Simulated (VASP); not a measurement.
# CuO (C2/c) in VASP: further runs

Runs on CuO. Level: PBE. Tasks: relaxation of cell and atoms.

Program: VASP 6.6.1. These are calculated values, not measurements. Logs are shortened: lines on timing, memory, paths and dates and some standing lists are left out, and cuts for length are marked.

### 1 The cell of the first run

The typed cell holds 4 atoms: a = 2.838 Å, b = 2.838 Å, c = 5.065 Å, α = 90.02°, β = 90.02°, γ = 89.92°.

### 2 Relaxation of cell and atoms, PBE, target pressure 15 GPa, at which the enthalpy is minimised

Input file INCAR:

```
SYSTEM = CuO
PREC = Accurate
ENCUT = 600
EDIFF = 1E-6
ISMEAR = 0
SIGMA = 0.1
LREAL = .FALSE.
LASPH = .TRUE.
NELM = 100
ALGO = Normal
ISIF = 3
LWAVE = .FALSE.
LCHARG = .FALSE.
GGA = PE
IBRION = 2
NSW = 70
EDIFFG = -0.008
PSTRESS = 150.0
```

Input file KPOINTS:

```
regular mesh
0
G
  14 14 8
  0 0 0
```

Input file POSCAR:

```
CuO
1.0
    2.0077136982     -2.0053323873      0.0429005479
    2.0077136982      2.0053323873      0.0429005479
   -0.1111716670      0.0000000000      5.0640757985
Cu O
2 2
Direct
    0.5000000000      0.0000000000      0.5000000000
    0.0000000000      0.5000000000      0.0000000000
    0.5001727433      0.4998272567      0.2500000000
    0.4998272567      0.5001727433      0.7500000000
```

Potentials or basis: VASP PAW PBE potentials, release 64 (Cu, O).

Launch:

```sh
> cat potpaw_PBE.64/Cu/POTCAR potpaw_PBE.64/O/POTCAR > POTCAR
> mpirun -np 1 vasp_std > vasp.out
```

OUTCAR:

```text
SYSTEM = CuO
   PREC = Accurate
   ENCUT = 600
   EDIFF = 1E-6
   ISMEAR = 0
   LREAL = .FALSE.
   LASPH = .TRUE.
   NELM = 100
   ISIF = 3
   GGA = PE
   IBRION = 2
   NSW = 70
   EDIFFG = -0.008
   PSTRESS = 150.0

 ion  position               nearest neighbor table
   1  0.500  0.000  0.500-   4 1.90   3 1.90   4 1.90   3 1.90
   2  0.000  0.500  0.000-   3 1.90   4 1.90   4 1.90   3 1.90
   3  0.500  0.500  0.250-   1 1.90   2 1.90   2 1.90   1 1.90
   4  0.500  0.500  0.750-   2 1.90   1 1.90   2 1.90   1 1.90

  LATTYP: Found a base centered monoclinic cell.
 ALAT       =     4.0163439847
 B/A-ratio  =     0.9985859752
 C/A-ratio  =     1.2611708426
 COS(beta)  =    -0.0005848664

  Lattice vectors:

 A1 = (   2.0077136982,  -2.0053323873,   0.0429005479)
 A2 = (   2.0077136982,   2.0053323873,   0.0429005479)
 A3 = (  -0.1111716670,   0.0000000000,   5.0640757985)

Analysis of symmetry for initial positions (statically):
=====================================================================
 Subroutine PRICEL returns:
 Original cell was already a primitive cell.

 Routine SETGRP: Setting up the symmetry group for a
 base centered monoclinic supercell.

 Subroutine GETGRP returns: Found  4 space group operations
 (whereof  2 operations were pure point group operations)
 out of a pool of  4 trial point group operations.

The static configuration has the point symmetry S_2 .
 The point group associated with its full space group is C_2h.

Analysis of symmetry for dynamics (positions and initial velocities):
=====================================================================
 Subroutine PRICEL returns:
 Original cell was already a primitive cell.

 Routine SETGRP: Setting up the symmetry group for a
 base centered monoclinic supercell.

 Subroutine GETGRP returns: Found  4 space group operations
 (whereof  2 operations were pure point group operations)
 out of a pool of  4 trial point group operations.

The dynamic configuration has the point symmetry S_2 .
 The point group associated with its full space group is C_2h.

 Subroutine INISYM returns: Found  4 space group operations
 (whereof  2 operations are pure point group operations),
 and found     1 'primitive' translations

----------------------------------------------------------------------------------------

[... 95 lines left out ...]
   NELM   =    100;   NELMIN=  2; NELMDL= -5     # of ELM steps
   EDIFF  = 0.1E-05   stopping-criterion for ELM
   LREAL  =      F    real-space projection
   EDIFFG = -.8E-02   stopping-criterion for IOM
   NSW    =     70    number of steps for IOM
   IBRION =      2    ionic relax: 0-MD 1-quasi-New 2-CG
   NFREE  =      1    steps in history (QN), initial steepest desc. (CG)
   ISIF   =      3    stress and relaxation
   ISYM   =      2    0-nonsym 1-usesym 2-fastsym
   POTIM  = 0.5000    time-step for ionic-motion
   TEBEG  =    0.0;   TEEND  =   0.0 temperature during run
   PSTRESS=  150.0 pullay stress
   NELECT =      34.0000    total number of electrons
   NUPDOWN=      -1.0000    fix difference up-down
   EMIN   =  10.00;   EMAX   =-10.00  energy-range for DOS
   EFERMI =   0.00;   METHOD = LEGACY
   ISMEAR =     0;   SIGMA  =   0.10  broadening in eV -4-tet -1-fermi 0-gaus
   EFERMI_NEDOS =   21; number of points for ismear=-14 and -15
   IALGO  =     38    algorithm
   IMIX   =      4    mixing-type and parameters
     AMIX     =   0.40;   BMIX     =  1.00
     AMIX_MAG =   1.60;   BMIX_MAG =  1.00
  volume/ion in A,a.u.               =      10.20        68.83
  Fermi-wavevector in a.u.,A,eV,Ry     =   1.540614  2.911338 32.293306  2.373491
  Thomas-Fermi vector in A             =   2.646676
   LORBIT       =      0    0 simple, 1 ext, 2 COOP (PROOUT), +10 PAW based schemes
   GGA     = PE    functional components
   LHFCALC =     F    Hartree Fock is set to
   AEXX    =    0.0000 exact exchange contribution
   IVDW    =     0    specifies the selected vdW correction
   LEPSILON=     F    determine dielectric tensor
   LRPA    =     F    only Hartree local field effects (RPA)
 conjugate gradient relaxation of ions
 non-spin polarized calculation
 Gauss-broadening in eV      SIGMA  =   0.10
  energy-cutoff  :      600.00
  volume of cell :       40.80
 maximum number of plane-waves:      1384
   NGX = 11   NGY = 11   NGZ = 21

--------------------------------------- Ionic step        1  -------------------------------------------

 number of electron      33.9999980 magnetization

 Free energy of the ion-electron system (eV)
  ---------------------------------------------------
  ext. energy  EPLUGINS =         0.00000000
  ---------------------------------------------------
  free energy    TOTEN  =       -19.53525891 eV

  energy without entropy =      -19.52265414  energy(sigma->0) =      -19.52895653

------------------------ aborting loop because EDIFF is reached ----------------------------------------

  FORCE on cell =-STRESS in cart. coord.  units (eV):
  Direction    XX          YY          ZZ          XY          YZ          ZX
  --------------------------------------------------------------------------------------
  -------------------------------------------------------------------------------------
  Total        4.0528481      4.0496727      5.0444534      0.0000000      0.0000000     -0.0218536
  in kB      159.1654820    159.0407763    198.1083020      0.0000000      0.0000000     -0.8582459
  external PRESSURE =      22.1048534 kB  Pullay stress =     150.0000000 kB
[... 227 lines left out ...]
--------------------------------------- Ionic step        7  -------------------------------------------

 number of electron      33.9999990 magnetization

 Free energy of the ion-electron system (eV)
  ---------------------------------------------------
  ext. energy  EPLUGINS =         0.00000000
  ---------------------------------------------------
  free energy    TOTEN  =       -19.56015008 eV

  energy without entropy =      -19.54765863  energy(sigma->0) =      -19.55390435

 E-fermi :   5.8960     XC(G=0): -11.7728

 val. band max:        5.8957640102   @ k =  -0.2857   0.1429   0.5000
 cond. band min:       5.8967384530   @ k =   0.2857   0.1429   0.5000
 fundamental gap:      0.0009744428
 Fermi energy:         5.8959552172

 k-point     1 :       0.0000    0.0000    0.0000
  band No.  band energies     occupation
      1     -14.5371      2.00000
      2     -13.1607      2.00000
      3      -2.9502      2.00000
      4       0.0600      2.00000
      5       0.0630      2.00000
      6       1.7362      2.00000
[... 565 lines left out ...]
     20      11.3743      0.00000
     21      15.1726      0.00000

 [... further k-points ...]
[... 5 lines left out ...]
  --------------------------------------------------------------------------------------
  -------------------------------------------------------------------------------------
  Total        3.8334552      3.8304372      3.8439638      0.0000000      0.0000000     -0.0008103
  in kB      149.9062650    149.7882487    150.3172005      0.0000000      0.0000000     -0.0316874
  external PRESSURE =       0.0039048 kB  Pullay stress =     150.0000000 kB
[... 23 lines left out ...]
  energy  without entropy=      -19.5476586287  energy(sigma->0) =      -19.55390435

  enthalpy is  TOTEN    =       -15.7242978727 eV   P V=        3.8358522079

 reached required accuracy - stopping structural energy minimisation
```

CONTCAR:

```text
CuO
   1.00000000000000
     1.9960238626592059   -1.9935135109591775    0.0426202179385593
     1.9960238626592059    1.9935135109591775    0.0426202179385593
    -0.1129802783801774    0.0000000000000000    5.1459164478758401
  Cu              O
     2     2
Direct
     0.5000000000000000    0.0000000000000000    0.5000000000000000
     0.0000000000000000    0.5000000000000000    0.0000000000000000
     0.5001881594982157    0.4998118405017844    0.2500000000000000
     0.4998118405017844    0.5001881594982157    0.7500000000000000

  0.00000000E+00  0.00000000E+00  0.00000000E+00
  0.00000000E+00  0.00000000E+00  0.00000000E+00
  0.00000000E+00  0.00000000E+00  0.00000000E+00
  0.00000000E+00  0.00000000E+00  0.00000000E+00
```

It took 9.8 min on 1 thread of Intel Xeon 6975P-C (Granite Rapids), shared host; peak memory 0.49 GiB.

Results:

```yaml
Free_energy: -19.5602 eV
Relaxed_volume: 10.24 Å³/atom
Relaxed_cell: a = 2.821 Å, b = 2.821 Å, c = 5.147 Å, α = 90.02°, β = 90.02°, γ = 89.91°
Space_group_after_relaxing_to_0.1_Å: P4_2/mmc (No. 131)
Energy_change_on_relaxing_the_run_minimises_the_enthalpy: -6.2 meV/atom
Ionic_steps: 7
Pressure_after_relaxing: 15.0 GPa
Band_gap_on_the_k_mesh: zero (bands 17 and 18 overlap by 1.15 eV)
```

The path:
```tsv
step	energy change (eV)	largest force (eV/Å)	pressure (GPa)	volume (Å³)
1	0.0000	0.0007	17.21	40.80
2	-0.0804	0.0001	12.17	41.63
3	-0.0491	0.0004	14.29	41.26
4	-0.0388	0.0003	14.75	41.13
5	-0.0308	0.0002	14.94	41.04
6	-0.0125	0.0001	15.28	40.84
7	-0.0249	0.0002	15.00	40.97
```

Final structure:
```
Cu O
1.0
     1.99602   -1.99351    0.04262
     1.99602    1.99351    0.04262
    -0.11298    0.00000    5.14592
Cu O
2 2
Cartesian
  0.9415 -0.9968 2.5943
  0.9980 0.9968 0.0213
  1.9678 -0.0008 1.3291
  1.9113 0.0007 3.9021
```

Levels at points of the mesh, in eV from the Fermi level:
```csv
k point,band 15,band 16,band 17,band 18,band 19,band 20
"(0.00, 0.00, 0.00)",-2.51,-2.24,0.67,0.67,1.62,6.29
"(0.50, 0.00, 0.00)",-1.71,-1.63,0.22,0.43,3.34,6.23
"(0.50, 0.50, 0.00)",-1.67,-1.25,-1.25,1.24,2.03,7.10
"(0.00, 0.00, 0.50)",-1.66,-1.66,0.05,0.05,3.72,3.72
"(0.50, 0.00, 0.50)",-2.17,-1.96,-0.09,0.68,4.16,6.13
"(0.50, 0.50, 0.50)",-1.50,-1.50,-0.46,-0.46,3.93,3.93
```

Caveat: the cell is relaxed towards a set pressure, so the run minimises the enthalpy, not the energy; semilocal functionals often make such compounds metallic where correlation or magnetic order opens a gap, which also shifts bond lengths.

### 3 Relaxation of cell and atoms, PBE, target pressure 30 GPa, at which the enthalpy is minimised

This run uses another cell than the first one, of 9.50 Å³/atom.

Input file INCAR:

```
SYSTEM = CuO
  PREC = Accurate
  ENCUT = 600
  EDIFF = 1E-6
  ISMEAR = 0
  SIGMA = 0.1
  LREAL = .FALSE.
  LASPH = .TRUE.
  NELM = 80
  ALGO = Normal
  ISIF = 3
  LWAVE = .FALSE.
  LCHARG = .FALSE.
  GGA = PE
  IBRION = 2
  NSW = 70
  EDIFFG = -0.008
  PSTRESS = 300.0
  KPAR = 4
```

Input file KPOINTS:

```
regular mesh
0
G
  16 16 8
  0 0 0
```

Input file POSCAR:

```
CuO
1.0
    1.9483415173     -1.9454167300      0.0415086440
    1.9483415173      1.9454167300      0.0415086440
   -0.1102701786      0.0000000000      5.0114393363
Cu O
2 2
Direct
    0.5000000000      0.0000000000      0.5000000000
    0.0000000000      0.5000000000      0.0000000000
    0.5002154936      0.4997845064      0.2500000000
    0.4997845064      0.5002154936      0.7500000000
```

Potentials or basis: VASP PAW PBE potentials, release 64 (Cu, O).

Launch:

```sh
> cat potpaw_PBE.64/Cu/POTCAR potpaw_PBE.64/O/POTCAR > POTCAR
> mpirun -np 4 vasp_std > vasp.out
```

Run time: 15 min. Hardware: 4 MPI ranks of Oxide Virtual Turin-like, shared host; peak memory 0.53 GiB.

It converged, with:

- Free energy: -19.1688 eV
- Relaxed volume: 9.55 Å³/atom
- Relaxed cell: a = 2.718 Å, b = 2.718 Å, c = 5.169 Å, α = 90.03°, β = 90.03°, γ = 89.88°
- Space group after relaxing (to 0.1 Å): P4_2/mmc (No. 131)
- Energy change on relaxing (the run minimises the enthalpy): -15.6 meV/atom
- Ionic steps: 7
- Pressure after relaxing: 30.0 GPa
- Band gap on the k mesh: zero (bands 17 and 18 overlap by 1.19 eV)

Stress tensor (GPa, compression positive):
```
30.10  0.00  0.00
 0.00 30.03  0.00
 0.00  0.00 29.96
```

Step by step:
```csv
step,energy change (eV),largest force (eV/Å),pressure (GPa),volume (Å³)
1,0.0000,0.0016,34.52,38.01
2,-0.2766,0.0008,22.35,39.50
3,-0.1504,0.0012,28.44,38.72
4,-0.1165,0.0013,29.04,38.50
5,-0.0690,0.0013,29.84,38.22
6,-0.0644,0.0013,29.86,38.19
7,-0.0624,0.0013,30.03,38.18
```

Final structure:
```
Cu O
1.0
     1.92353   -1.91989    0.04081
     1.92353    1.91989    0.04081
    -0.11399    0.00000    5.16738
Cu O
2 2
Direct
  0.50000 0.00000 0.50000
  0.00000 0.50000 0.00000
  0.50027 0.49973 0.25000
  0.49973 0.50027 0.75000
```

Levels at points of the mesh, in eV from the Fermi level:
```
           k point  band 15  band 16  band 17  band 18  band 19  band 20
(0.00, 0.00, 0.00)    -2.68    -2.58     0.66     0.67     1.84     6.55
(0.50, 0.00, 0.00)    -1.81    -1.71     0.25     0.40     2.97     6.62
(0.50, 0.50, 0.00)    -1.72    -1.26    -1.26     1.39     2.00     7.03
(0.00, 0.00, 0.50)    -1.71    -1.71     0.01     0.01     3.98     3.98
(0.50, 0.00, 0.50)    -2.23    -2.06     0.00     0.69     3.97     6.36
(0.50, 0.50, 0.50)    -1.53    -1.53    -0.38    -0.38     3.90     3.90
```

Caveat: the cell is relaxed towards a set pressure, so the run minimises the enthalpy, not the energy; semilocal functionals often make such compounds metallic where correlation or magnetic order opens a gap, which also shifts bond lengths. With open d or f shells a metallic result of PBE can be an artefact of self-interaction; +U or a hybrid may open a gap.
